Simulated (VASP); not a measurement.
**Li2S: single point with PBE**

Crystal: Li2S.

```
Li S
1.0
     0.00000    2.79458    2.79458
     2.79458    0.00000    2.79458
     2.79458    2.79458    0.00000
Li S
2 1
Direct
  0.25000 0.25000 0.25000
  0.75000 0.75000 0.75000
  0.00000 0.00000 0.00000
```

This cell differs from its parent crystal: volume changed by -6%.

```json
{
  "Program": "VASP 6.6.1",
  "Task": "single point",
  "Functional": "PBE",
  "Potentials or basis": "VASP PAW PBE potentials, release 64 (Li_sv, S)",
  "Cutoff": "750 eV",
  "k mesh": "6 × 6 × 6",
  "Occupations": "gaussian, width 0.01 eV",
  "Spin": "no spin polarisation"
}
```

The pressure is 2.7 GPa. The band gap on the k mesh is 3.35 eV, indirect (least direct gap 4.57 eV).

Levels at points of the mesh, in eV from the valence-band top:
```csv
k point,band 3,band 4,band 5,band 6,band 7,band 8,band 9,band 10
"(0.00, 0.00, 0.00)",-11.18,0.00,0.00,0.00,4.57,6.25,6.25,6.25
"(0.50, 0.00, 0.00)",-10.70,-3.07,-0.55,-0.55,6.38,6.60,6.60,8.70
"(0.50, 0.50, 0.00)",-10.57,-2.29,-1.54,-1.54,3.35,7.24,11.52,11.52
```

Run time: 20 s on 1 thread of Intel(R) Xeon(R) Platinum 8488C (Sapphire Rapids), with other jobs on the host, peak memory 0.18 GiB.

 A k mesh can miss the band edges.
